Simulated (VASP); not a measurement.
# KBr (Pm-3m) in VASP: settings compared

The runs below take KBr through single point, with PBE, LDA.

All numbers are computed with VASP 6.6.1; they aren't measurements. Logs are shortened: lines on timing, memory, paths and dates and some standing lists are left out, and cuts for length are marked.

## 1. The cell of the first run

It takes space group Pm-3m (No. 221, cubic). The conventional cell has a = 3.976 Å, b = 3.976 Å, c = 3.976 Å, α = 90.00°, β = 90.00°, γ = 90.00°. K (site symmetry m-3m) has 8 Br at 3.44 Å and 6 K at 3.98 Å within 4.5 Å. Within 4.5 Å of Br (site symmetry m-3m) lie 8 K at 3.44 Å and 6 Br at 3.98 Å.

## 2. Single point, PBE

Input file INCAR:

```
PREC = Accurate ; ENCUT = 520
EDIFF = 1E-7 ; ISMEAR = 0
SIGMA = 0.01 ; LREAL = False
LASPH = True ; NELM = 80
ALGO = Normal ; ISIF = 2
LWAVE = False ; LCHARG = False
GGA = PE ; NBANDS = 15
```

Input file KPOINTS:

```
regular mesh
0
Gamma
  4 4 4
```

Input file POSCAR:

```
KBr
1.0
    3.9758688753      0.0000000000      0.0000000000
    0.0000000000      3.9758688753      0.0000000000
    0.0000000000      0.0000000000      3.9758688753
K Br
1 1
Direct
    0.0000000000      0.0000000000      0.0000000000
    0.5000000000      0.5000000000      0.5000000000
```

Potentials or basis: VASP PAW PBE potentials, release 64 (K_sv, Br).

Launch:

```console
cat potpaw_PBE.64/K_sv/POTCAR potpaw_PBE.64/Br/POTCAR > POTCAR
mpirun -np 1 vasp_std > vasp.out
```

OUTCAR:

```text
PREC = Accurate
   ENCUT = 520
   EDIFF = 1E-7
   ISMEAR = 0
   LREAL = False
   LASPH = True
   NELM = 80
   ISIF = 2
   GGA = PE

 ion  position               nearest neighbor table
   1  0.000  0.000  0.000-
   2  0.500  0.500  0.500-

  LATTYP: Found a simple cubic cell.
 ALAT       =     3.9758688753

  Lattice vectors:

 A1 = (   3.9758688753,   0.0000000000,   0.0000000000)
 A2 = (   0.0000000000,   3.9758688753,   0.0000000000)
 A3 = (   0.0000000000,   0.0000000000,   3.9758688753)

Analysis of symmetry for initial positions (statically):
=====================================================================
 Subroutine PRICEL returns:
 Original cell was already a primitive cell.

 Routine SETGRP: Setting up the symmetry group for a
 simple cubic supercell.

 Subroutine GETGRP returns: Found 48 space group operations
 (whereof 48 operations were pure point group operations)
 out of a pool of 48 trial point group operations.

The static configuration has the point symmetry O_h .

Analysis of symmetry for dynamics (positions and initial velocities):
=====================================================================
 Subroutine PRICEL returns:
 Original cell was already a primitive cell.

 Routine SETGRP: Setting up the symmetry group for a
 simple cubic supercell.

 Subroutine GETGRP returns: Found 48 space group operations
 (whereof 48 operations were pure point group operations)
 out of a pool of 48 trial point group operations.

The dynamic configuration has the point symmetry O_h .

 Subroutine INISYM returns: Found 48 space group operations
 (whereof 48 operations are pure point group operations),
 and found     1 'primitive' translations

----------------------------------------------------------------------------------------

                                     Primitive cell

  volume of cell :      62.8487

  direct lattice vectors                    reciprocal lattice vectors
     3.975868875  0.000000000  0.000000000     0.251517349  0.000000000  0.000000000
     0.000000000  3.975868875  0.000000000     0.000000000  0.251517349  0.000000000
     0.000000000  0.000000000  3.975868875     0.000000000  0.000000000  0.251517349

  length of vectors
     3.975868875  3.975868875  3.975868875     0.251517349  0.251517349  0.251517349

  position of ions in fractional coordinates (direct lattice)
     0.000000000  0.000000000  0.000000000
     0.500000000  0.500000000  0.500000000
[... 71 lines left out ...]
   TEBEG  =    0.0;   TEEND  =   0.0 temperature during run
   PSTRESS=    0.0 pullay stress
   NELECT =      16.0000    total number of electrons
   NUPDOWN=      -1.0000    fix difference up-down
   EMIN   =  10.00;   EMAX   =-10.00  energy-range for DOS
   EFERMI =   0.00;   METHOD = LEGACY
   ISMEAR =     0;   SIGMA  =   0.01  broadening in eV -4-tet -1-fermi 0-gaus
   EFERMI_NEDOS =   21; number of points for ismear=-14 and -15
   IALGO  =     38    algorithm
   IMIX   =      4    mixing-type and parameters
     AMIX     =   0.40;   BMIX     =  1.00
     AMIX_MAG =   1.60;   BMIX_MAG =  1.00
  volume/ion in A,a.u.               =      31.42       212.06
  Fermi-wavevector in a.u.,A,eV,Ry     =   1.037567  1.960717 14.647285  1.076545
  Thomas-Fermi vector in A             =   2.172011
   LORBIT       =      0    0 simple, 1 ext, 2 COOP (PROOUT), +10 PAW based schemes
   GGA     = PE    functional components
   LHFCALC =     F    Hartree Fock is set to
   AEXX    =    0.0000 exact exchange contribution
   IVDW    =     0    specifies the selected vdW correction
   LEPSILON=     F    determine dielectric tensor
   LRPA    =     F    only Hartree local field effects (RPA)
 non-spin polarized calculation
 Gauss-broadening in eV      SIGMA  =   0.01
  energy-cutoff  :      520.00
  volume of cell :       62.85
 maximum number of plane-waves:      1743
 NGX is ok and might be reduce to    30
   NGX = 15   NGY = 15   NGZ = 15

 number of electron      15.9999996 magnetization

 Free energy of the ion-electron system (eV)
  ---------------------------------------------------
  ext. energy  EPLUGINS =         0.00000000
  ---------------------------------------------------
  free energy    TOTEN  =        -6.06501792 eV

  energy without entropy =       -6.06501792  energy(sigma->0) =       -6.06501792

 E-fermi :  -0.3890     XC(G=0):  -8.0362

 val. band max:       -0.5012575280   @ k =   0.5000   0.5000   0.0000
 cond. band min:       3.5186176438   @ k =   0.0000   0.0000   0.0000
 fundamental gap:      4.0198751719
 Fermi energy:        -0.3890220387

 k-point     1 :       0.0000    0.0000    0.0000
  band No.  band energies     occupation
      1     -29.1084      2.00000
      2     -13.3815      2.00000
      3     -12.5289      2.00000
      4     -12.5289      2.00000
      5     -12.5289      2.00000
      6      -0.7787      2.00000
      7      -0.7787      2.00000
      8      -0.7787      2.00000
      9       3.5186      0.00000
     10       5.2852      0.00000
     11       5.2852      0.00000
     12       9.2551      0.00000
     13       9.2551      0.00000
     14       9.2551      0.00000
[... 149 lines left out ...]
      2     -12.9600      2.00000
      3     -12.6557      2.00000
      4     -12.6557      2.00000
      5     -12.6557      2.00000
      6      -2.0503      2.00000
      7      -2.0503      2.00000
      8      -2.0503      2.00000
      9       7.0089      0.00000
     10       7.0089      0.00000
     11       7.0089      0.00000
     12       9.0907      0.00000
     13       9.0907      0.00000
     14       9.0907      0.00000
     15      10.8238      0.00000

------------------------ aborting loop because EDIFF is reached ----------------------------------------

  FORCE on cell =-STRESS in cart. coord.  units (eV):
  Direction    XX          YY          ZZ          XY          YZ          ZX
  --------------------------------------------------------------------------------------
  -------------------------------------------------------------------------------------
  Total        0.3567663      0.3567663      0.3567663     -0.0000000     -0.0000000      0.0000000
  in kB        9.0949057      9.0949057      9.0949057     -0.0000000     -0.0000000      0.0000000
  external PRESSURE =       9.0949057 kB  Pullay stress =       0.0000000 kB

 VOLUME and BASIS-vectors are now :
 -----------------------------------------------------------------------------
  energy-cutoff  :      520.00
  volume of cell :       62.85
      direct lattice vectors                 reciprocal lattice vectors
     3.975868875  0.000000000  0.000000000     0.251517349  0.000000000  0.000000000
     0.000000000  3.975868875  0.000000000     0.000000000  0.251517349  0.000000000
     0.000000000  0.000000000  3.975868875     0.000000000  0.000000000  0.251517349

 POSITION                                       TOTAL-FORCE (eV/Angst)
 -----------------------------------------------------------------------------------
      0.00000      0.00000      0.00000         0.000000      0.000000      0.000000
      1.98793      1.98793      1.98793         0.000000      0.000000      0.000000
 -----------------------------------------------------------------------------------
    total drift:                                0.000000      0.000000     -0.000000

  FREE ENERGIE OF THE ION-ELECTRON SYSTEM (eV)
  ---------------------------------------------------
  free  energy   TOTEN  =        -6.0650179172 eV

  energy  without entropy=       -6.0650179172  energy(sigma->0) =       -6.06501792
```

stdout:

```text
POSCAR found type information on POSCAR K Br
 POSCAR found :  2 types and       2 ions
 scaLAPACK will be used
 LDA part: xc-table for (Slater+PW92), standard interpolation
 POSCAR, INCAR and KPOINTS ok, starting setup
 FFT: planning ... GRIDC
 FFT: planning ... GRID_SOFT
 FFT: planning ... GRID
 WAVECAR not read
 entering main loop
```

It took 10 s on 1 thread of Intel Xeon Platinum 8488C (Sapphire Rapids), shared host; peak memory 0.16 GiB.

Results:

- Free energy: -6.0650 eV
- Pressure: 0.9 GPa
- Band gap on the k mesh: 4.02 eV, indirect (least direct gap 4.30 eV)

## 3. Single point, PBE

Input file INCAR:

```
SYSTEM = KBr
PREC = Accurate
ENCUT = 520
EDIFF = 1E-6
ISMEAR = 0
SIGMA = 0.01
LREAL = .False.
LASPH = .True.
NELM = 60
ALGO = Normal
ISIF = 2
LWAVE = .False.
LCHARG = .True.
GGA = PE
LELF = .True.
LVHAR = .True.
NBANDS = 15
```

Input file KPOINTS:

```
Automatic mesh
0
Gamma
  4 4 4
  0 0 0
```

POSCAR is that of step 2.

Potentials or basis: VASP PAW PBE potentials, release 64 (K_sv, Br).

Launch:

```console
cat potpaw_PBE.64/K_sv/POTCAR potpaw_PBE.64/Br/POTCAR > POTCAR
mpirun -np 1 vasp_std > vasp.out
```

Run time: 9.9 s. Hardware: 1 thread of Intel Xeon Platinum 8488C (Sapphire Rapids), shared host; peak memory 0.15 GiB.

Results (log left out):

```yaml
Free_energy: -6.0650 eV
Pressure: 0.9 GPa
Band_gap_on_the_k_mesh: 4.02 eV, indirect (least direct gap 4.30 eV)
```

Levels at points of the mesh, in eV from the valence-band top:
```
           k point  band 6  band 7  band 8  band 9  band 10  band 11
(0.00, 0.00, 0.00)   -0.28   -0.28   -0.28    4.02     5.79     5.79
(0.50, 0.00, 0.00)   -2.10   -0.26   -0.26    6.67     7.18     7.93
(0.50, 0.50, 0.00)   -1.48   -1.48    0.00    5.23     6.54     8.07
(0.50, 0.50, 0.50)   -1.55   -1.55   -1.55    7.51     7.51     7.51
```

A k mesh can miss the band edges. Expect the measured gap to be larger: semilocal functionals such as PBE lack the derivative discontinuity.

## 4. Single point, LDA

This run uses another cell than the first one, of 28.09 Å³/atom, 0.894 times its volume.

Input file INCAR:

```
ALGO     = Normal         # electronic algorithm
EDIFF    = 1E-6           # SCF threshold, eV
ENCUT    = 520            # plane-wave cutoff, eV
ISIF     = 2              # what is computed and relaxed
ISMEAR   = -1             # smearing method
LASPH    = True           # aspherical terms in the spheres
LCHARG   = False          # write CHGCAR
LREAL    = False          # projectors in reciprocal space
LWAVE    = False          # write WAVECAR
NBANDS   = 15             # bands
NELM     = 80             # most SCF steps
PREC     = Accurate       # precision mode
SIGMA    = 0.02           # smearing width, eV
```

Input file KPOINTS:

```
k-points
0
Gamma
  6 6 6
```

Input file POSCAR:

```
KBr
1.0
    3.8300121711      0.0000000000      0.0000000000
    0.0000000000      3.8300121711      0.0000000000
    0.0000000000      0.0000000000      3.8300121711
K Br
1 1
Direct
    0.0000000000      0.0000000000      0.0000000000
    0.5000000000      0.5000000000      0.5000000000
```

Potentials or basis: VASP PAW LDA potentials, release 64 (K_sv, Br).

Launch:

```console
cat potpaw_LDA.64/K_sv/POTCAR potpaw_LDA.64/Br/POTCAR > POTCAR
mpirun -np 1 vasp_std > vasp.out
```

Wall time 9.7 s (1 thread of Intel Xeon Platinum 8488C (Sapphire Rapids), shared host); peak memory 0.14 GiB.

It converged, with:

| Item | Value |
| --- | --- |
| Free energy | -6.7766 eV |
| Pressure | 0.1 GPa |
| Band gap on the k mesh | 4.04 eV, indirect (least direct gap 4.36 eV) |

Levels at points of the mesh, in eV from the valence-band top:
| k point | band 5 | band 6 | band 7 | band 8 | band 9 | band 10 | band 11 | band 12 |
| --- | --- | --- | --- | --- | --- | --- | --- | --- |
| (0.00, 0.00, 0.00) | -11.75 | -0.32 | -0.32 | -0.32 | 4.04 | 5.31 | 5.31 | 9.82 |
| (0.50, 0.00, 0.00) | -11.53 | -2.57 | -0.34 | -0.34 | 6.81 | 6.84 | 8.25 | 8.70 |
| (0.50, 0.50, 0.00) | -11.68 | -1.76 | -1.76 | 0.00 | 4.88 | 6.35 | 7.89 | 7.89 |
| (0.50, 0.50, 0.50) | -11.94 | -1.94 | -1.94 | -1.94 | 7.47 | 7.47 | 7.47 | 9.89 |

A k mesh can miss the band edges.
